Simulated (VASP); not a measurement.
# SrTiO3 (P4mm) in VASP: single point with PBEsol

Aim: the single point of SrTiO3 with PBEsol.

Program: VASP 6.6.1. These are calculated values, not measurements. Logs are shortened: lines on timing, memory, paths and dates and some standing lists are left out, and cuts for length are marked.

## (1) The cell of the first run

Symmetry: P4mm, No. 99, tetragonal system. The conventional cell has a = 3.891 Å, b = 3.891 Å, c = 3.891 Å, α = 90.00°, β = 90.00°, γ = 90.00°. Within 3.6 Å of Sr (site symmetry 4mm) lie 12 O at 2.72 to 2.79 Å and 8 Ti at 3.37 Å. Ti (site symmetry 4mm) has 6 O at 1.89 to 2.00 Å within 2.5 Å. Within 2.5 Å of O (site symmetry 4mm) lie 2 Ti at 1.89 to 2.00 Å. Within 2.6 Å of O (site symmetry 2mm) lie 2 Ti at 1.95 Å.

## (2) Single point, PBEsol

The input, INCAR:

```
ALGO = Normal
EDIFF = 1E-6
ENCUT = 520
GGA = PS
ISIF = 2
ISMEAR = 0
LASPH = T
LCHARG = T
LELF = T
LREAL = F
LVHAR = T
LWAVE = F
NBANDS = 28
NELM = 100
PREC = Accurate
SIGMA = 0.05
```

The input, KPOINTS:

```
k-points
0
Gamma
  8 8 8
```

The input, POSCAR:

```
SrTiO3
1.0
    3.8913815400      0.0000000000      0.0000000000
    0.0000000000      3.8913815400      0.0000000000
    0.0000000000      0.0000000000      3.8913815400
Sr Ti O
1 1 3
Direct
    0.0036240874      0.0000000000      0.0000000000
    0.5053888407      0.5000000000      0.5000000000
   -0.0078305451      0.5000000000      0.5000000000
    0.4909322703      0.0000000000      0.5000000000
    0.4909322703      0.5000000000      0.0000000000
```

Potentials or basis: VASP PAW PBE potentials, release 64 (Sr_sv, Ti_sv, O).

The run is started by

```sh
> cat potpaw_PBE.64/Sr_sv/POTCAR potpaw_PBE.64/Ti_sv/POTCAR potpaw_PBE.64/O/POTCAR > POTCAR
> mpirun -np 1 vasp_std > vasp.out
```

OUTCAR:

```text
EDIFF = 1E-6
   ENCUT = 520
   GGA = PS
   ISIF = 2
   ISMEAR = 0
   LASPH = T
   LREAL = F
   NELM = 100
   PREC = Accurate

 ion  position               nearest neighbor table
   1  0.004  0.000  0.000-   4 2.72   5 2.72   4 2.72   5 2.72   3 2.75   3 2.75   3 2.75   3 2.75
                             4 2.79   5 2.79   4 2.79   5 2.79   2 3.37   2 3.37   2 3.37   2 3.37
   2  0.505  0.500  0.500-   3 1.89   4 1.95   5 1.95   5 1.95   4 1.95   3 2.00   1 3.37   1 3.37
                             1 3.37   1 3.37   1 3.37   1 3.37   1 3.37   1 3.37
   3  0.992  0.500  0.500-   2 1.89   2 2.00   1 2.75   1 2.75   1 2.75   1 2.75
   4  0.491  0.000  0.500-   2 1.95   2 1.95   1 2.72   1 2.72   1 2.79   1 2.79
   5  0.491  0.500  0.000-   2 1.95   2 1.95   1 2.72   1 2.72   1 2.79   1 2.79

  LATTYP: Found a simple cubic cell.
 ALAT       =     3.8913815400

  Lattice vectors:

 A1 = (   3.8913815400,   0.0000000000,   0.0000000000)
 A2 = (   0.0000000000,   3.8913815400,   0.0000000000)
 A3 = (   0.0000000000,   0.0000000000,   3.8913815400)

Analysis of symmetry for initial positions (statically):
=====================================================================
 Subroutine PRICEL returns:
 Original cell was already a primitive cell.

 Routine SETGRP: Setting up the symmetry group for a
 simple cubic supercell.

 Subroutine GETGRP returns: Found  8 space group operations
 (whereof  8 operations were pure point group operations)
 out of a pool of 48 trial point group operations.

The static configuration has the point symmetry C_4v.

Analysis of symmetry for dynamics (positions and initial velocities):
=====================================================================
 Subroutine PRICEL returns:
 Original cell was already a primitive cell.

 Routine SETGRP: Setting up the symmetry group for a
 simple cubic supercell.

 Subroutine GETGRP returns: Found  8 space group operations
 (whereof  8 operations were pure point group operations)
 out of a pool of 48 trial point group operations.

The dynamic configuration has the point symmetry C_4v.

 Subroutine INISYM returns: Found  8 space group operations
 (whereof  8 operations are pure point group operations),
 and found     1 'primitive' translations

----------------------------------------------------------------------------------------

                                     Primitive cell

  volume of cell :      58.9266

  direct lattice vectors                    reciprocal lattice vectors
     3.891381540  0.000000000  0.000000000     0.256978143  0.000000000  0.000000000
     0.000000000  3.891381540  0.000000000     0.000000000  0.256978143  0.000000000
     0.000000000  0.000000000  3.891381540     0.000000000  0.000000000  0.256978143

  length of vectors
     3.891381540  3.891381540  3.891381540     0.256978143  0.256978143  0.256978143

  position of ions in fractional coordinates (direct lattice)
     0.003624087  0.000000000  0.000000000
     0.505388841  0.500000000  0.500000000
     0.992169455  0.500000000  0.500000000
     0.490932270  0.000000000  0.500000000
     0.490932270  0.500000000  0.000000000

  ion indices of the primitive-cell ions
   primitive index   ion index
                 1           1
                 2           2
                 3           3
                 4           4
                 5           5

----------------------------------------------------------------------------------------

 KPOINTS: k-points

Automatic generation of k-mesh.
 Grid dimensions read from file:
 generate k-points for:    8    8    8

 Generating k-lattice:

  Cartesian coordinates                     Fractional coordinates (reciprocal lattice)
     0.032122268  0.000000000  0.000000000     0.125000000  0.000000000  0.000000000
     0.000000000  0.032122268  0.000000000     0.000000000  0.125000000  0.000000000
     0.000000000  0.000000000  0.032122268     0.000000000  0.000000000  0.125000000

  Length of vectors
     0.032122268  0.032122268  0.032122268

  Shift w.r.t. Gamma in fractional coordinates (k-lattice)
     0.000000000  0.000000000  0.000000000

 Subroutine IBZKPT returns following result:
 ===========================================

 Found     75 irreducible k-points:

 Following reciprocal coordinates:
            Coordinates               Weight
  0.000000  0.000000  0.000000      1.000000
  0.125000  0.000000  0.000000      2.000000
  0.000000  0.125000  0.000000      4.000000
  0.250000  0.000000  0.000000      2.000000
  0.000000  0.250000  0.000000      4.000000
  0.375000  0.000000  0.000000      2.000000
[... 16 lines left out ...]
  0.375000  0.250000  0.000000      8.000000
  0.000000  0.375000  0.250000      8.000000
 [... further k-points ...]
   k-points           NKPTS =     75   k-points in BZ     NKDIM =     75   number of bands    NBANDS=     28
   number of dos      NEDOS =    301   number of ions     NIONS =      5
   total plane-waves  NPLWV =  27000
   dimension x,y,z NGX =    30 NGY =   30 NGZ =   30
   dimension x,y,z NGXF=    60 NGYF=   60 NGZF=   60
   ions per type =               1   1   3
   NGX,Y,Z   is equivalent  to a cutoff of  12.82, 12.82, 12.82 a.u.
   NGXF,Y,Z  is equivalent  to a cutoff of  25.63, 25.63, 25.63 a.u.
 SYSTEM =  unknown system
   PREC   = accura    normal or accurate (medium, high low for compatibility)
   ISTART =      0    job   : 0-new  1-cont  2-samecut
   ICHARG =      2    charge: 1-file 2-atom 10-const
   ISPIN  =      1    spin polarized calculation?
   LNONCOLLINEAR =      F non collinear calculations
   LSORBIT =      F    spin-orbit coupling
   LASPH  =      T    aspherical Exc in radial PAW
   ENCUT  =  520.0 eV  38.22 Ry    6.18 a.u.   7.24  7.24  7.24*2*pi/ulx,y,z
   NELM   =    100;   NELMIN=  2; NELMDL= -5     # of ELM steps
   EDIFF  = 0.1E-05   stopping-criterion for ELM
   LREAL  =      F    real-space projection
   EDIFFG = 0.1E-04   stopping-criterion for IOM
   NSW    =      0    number of steps for IOM
   IBRION =     -1    ionic relax: 0-MD 1-quasi-New 2-CG
   NFREE  =      0    steps in history (QN), initial steepest desc. (CG)
   ISIF   =      2    stress and relaxation
   ISYM   =      2    0-nonsym 1-usesym 2-fastsym
   POTIM  = 0.5000    time-step for ionic-motion
   TEBEG  =    0.0;   TEEND  =   0.0 temperature during run
   PSTRESS=    0.0 pullay stress
   NELECT =      40.0000    total number of electrons
   NUPDOWN=      -1.0000    fix difference up-down
   EMIN   =  10.00;   EMAX   =-10.00  energy-range for DOS
   EFERMI =   0.00;   METHOD = LEGACY
   ISMEAR =     0;   SIGMA  =   0.05  broadening in eV -4-tet -1-fermi 0-gaus
   EFERMI_NEDOS =   21; number of points for ismear=-14 and -15
   IALGO  =     38    algorithm
   IMIX   =      4    mixing-type and parameters
     AMIX     =   0.40;   BMIX     =  1.00
     AMIX_MAG =   1.60;   BMIX_MAG =  1.00
  volume/ion in A,a.u.               =      11.79        79.53
  Fermi-wavevector in a.u.,A,eV,Ry     =   1.438769  2.718879 28.164817  2.070056
  Thomas-Fermi vector in A             =   2.557699
   LORBIT       =      0    0 simple, 1 ext, 2 COOP (PROOUT), +10 PAW based schemes
   GGA     = PS    functional components
   LHFCALC =     F    Hartree Fock is set to
   AEXX    =    0.0000 exact exchange contribution
   IVDW    =     0    specifies the selected vdW correction
   LEPSILON=     F    determine dielectric tensor
   LRPA    =     F    only Hartree local field effects (RPA)
 non-spin polarized calculation
 Gauss-broadening in eV      SIGMA  =   0.05
  energy-cutoff  :      520.00
  volume of cell :       58.93
 maximum number of plane-waves:      1622
 NGX is ok and might be reduce to    30
   NGX = 15   NGY = 15   NGZ = 15

 number of electron      40.0000009 magnetization

 Free energy of the ion-electron system (eV)
  ---------------------------------------------------
  ext. energy  EPLUGINS =         0.00000000
  ---------------------------------------------------
  free energy    TOTEN  =       -42.01568539 eV

  energy without entropy =      -42.01568539  energy(sigma->0) =      -42.01568539

 E-fermi :   4.4958     XC(G=0): -11.5946

 val. band max:        4.1148881697   @ k =   0.5000   0.5000   0.5000
 cond. band min:       5.9446209263   @ k =   0.0000   0.0000   0.0000
 fundamental gap:      1.8297327566
 Fermi energy:         4.4958340947

 k-point     1 :       0.0000    0.0000    0.0000
  band No.  band energies     occupation
      1     -52.0279      2.00000
      2     -28.5014      2.00000
      3     -28.4060      2.00000
      4     -28.3969      2.00000
      5     -28.3969      2.00000
      6     -13.2881      2.00000
[... 20 lines left out ...]
     27       9.4072      0.00000
     28      10.2152      0.00000

 k-point     2 :       0.1250    0.0000    0.0000
  band No.  band energies     occupation
      1     -52.0276      2.00000
      2     -28.5195      2.00000
      3     -28.3964      2.00000
      4     -28.3964      2.00000
      5     -28.3954      2.00000
      6     -13.2930      2.00000
[... 20 lines left out ...]
     27       9.6894      0.00000
     28      10.5979      0.00000

 k-point     3 :       0.0000    0.1250    0.0000
  band No.  band energies     occupation
      1     -52.0276      2.00000
      2     -28.5178      2.00000
      3     -28.4057      2.00000
      4     -28.3964      2.00000
      5     -28.3877      2.00000
      6     -13.2957      2.00000
[... 20 lines left out ...]
     27       9.6908      0.00000
     28      10.5941      0.00000

 k-point     4 :       0.2500    0.0000    0.0000
  band No.  band energies     occupation
      1     -52.0270      2.00000
      2     -28.5563      2.00000
      3     -28.3953      2.00000
      4     -28.3953      2.00000
      5     -28.3765      2.00000
      6     -13.3585      2.00000
[... 578 lines left out ...]
     27      11.3164      0.00000
     28      12.0358      0.00000

 k-point    23 :       0.3750    0.2500    0.0000
  band No.  band energies     occupation
      1     -52.0256      2.00000
      2     -28.5545      2.00000
      3     -28.4395      2.00000
      4     -28.3926      2.00000
      5     -28.3779      2.00000
      6     -13.1767      2.00000
[... 20 lines left out ...]
     27      12.1153      0.00000
     28      12.5133      0.00000

 k-point    24 :       0.0000    0.3750    0.2500
  band No.  band energies     occupation
      1     -52.0256      2.00000
      2     -28.5501      2.00000
      3     -28.4378      2.00000
      4     -28.4019      2.00000
      5     -28.3745      2.00000
      6     -13.1862      2.00000
[... 20 lines left out ...]
     27      12.1227      0.00000
     28      12.4825      0.00000

 [... further k-points ...]

------------------------ aborting loop because EDIFF is reached ----------------------------------------

  FORCE on cell =-STRESS in cart. coord.  units (eV):
  Direction    XX          YY          ZZ          XY          YZ          ZX
  --------------------------------------------------------------------------------------
  -------------------------------------------------------------------------------------
  Total        0.4417444      0.2329663      0.2329663      0.0000000      0.0000000      0.0000000
  in kB       12.0107528      6.3342061      6.3342061      0.0000000      0.0000000      0.0000000
  external PRESSURE =       8.2263884 kB  Pullay stress =       0.0000000 kB

 VOLUME and BASIS-vectors are now :
 -----------------------------------------------------------------------------
  energy-cutoff  :      520.00
  volume of cell :       58.93
      direct lattice vectors                 reciprocal lattice vectors
     3.891381540  0.000000000  0.000000000     0.256978143  0.000000000  0.000000000
     0.000000000  3.891381540  0.000000000     0.000000000  0.256978143  0.000000000
     0.000000000  0.000000000  3.891381540     0.000000000  0.000000000  0.256978143

 POSITION                                       TOTAL-FORCE (eV/Angst)
 -----------------------------------------------------------------------------------
      0.01410      0.00000      0.00000        -0.006215     -0.000000      0.000000
      1.96666      1.94569      1.94569        -0.017292      0.000000     -0.000000
      3.86091      1.94569      1.94569         0.019791     -0.000000      0.000000
      1.91040      0.00000      1.94569         0.001858     -0.000000     -0.000000
      1.91040      1.94569      0.00000         0.001858     -0.000000     -0.000000
 -----------------------------------------------------------------------------------
    total drift:                                0.000315      0.000000      0.000003

  FREE ENERGIE OF THE ION-ELECTRON SYSTEM (eV)
  ---------------------------------------------------
  free  energy   TOTEN  =       -42.0156853907 eV

  energy  without entropy=      -42.0156853907  energy(sigma->0) =      -42.01568539
```

It took 3.2 min on 1 thread of Intel Xeon 8259CL, shared host; peak memory 0.26 GiB.

What came out:

```yaml
Free_energy: -42.0157 eV
Pressure: 0.8 GPa
Largest_force: 0.020 eV/Å
Band_gap_on_the_k_mesh: 1.83 eV (least direct gap 2.22 eV)
```

Forces in eV/Å, atoms in the order of the input:
```
Sr  -0.006  0.000  0.000
Ti  -0.017  0.000  0.000
O    0.020  0.000  0.000
O    0.002  0.000  0.000
O    0.002  0.000  0.000
```

Stress tensor (GPa, compression positive):
```
1.20 0.00 0.00
0.00 0.63 0.00
0.00 0.00 0.63
```

Caveat: the PAW data sets were made with another functional, which shifts forces and pressure a little. A k mesh can miss the band edges.
